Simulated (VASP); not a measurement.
Os:

```
Os
1.0
     2.47227    0.00000    0.00000
     0.00000    2.47227    0.00000
     0.00000    0.00000    2.47227
Os
1
Cartesian
  0.0000 0.0000 0.0000
```

* Program: VASP 6.6.1
* Task: relaxation of cell and atoms
* Functional: revPBE
* Potentials or basis: VASP PAW PBE potentials, release 64 (Os)
* Cutoff: 600 eV
* k mesh: 13 × 13 × 13
* Occupations: fermi-dirac, width 0.1 eV
* Spin: no spin polarisation

At the start: pressure 37.6 GPa; volume 15.11 Å³/atom.

**Question.** Where does the relaxation end?

**Answer.** Over 5 steps the energy falls by 184.3 meV/atom and the volume is 16.85 Å³/atom (+11.5 %); space group Pm-3m (No. 221, to 0.05 Å).

Step by step:
```csv
step,energy change (eV),largest force (eV/Å),pressure (GPa),volume (Å³)
1,0.0000,0.0000,37.62,15.11
2,1.1248,0.0000,-38.85,24.27
3,-0.1798,0.0000,-4.60,17.16
4,-0.1842,0.0000,-0.75,16.90
5,-0.1843,0.0000,0.00,16.85
```

Final structure:
```
Os
1.0
     2.56388    0.00000    0.00000
     0.00000    2.56388    0.00000
     0.00000    0.00000    2.56388
Os
1
Direct
  0.00000 0.00000 0.00000
```

Caveat: the PAW data sets were made with another functional, which shifts forces and pressure a little.
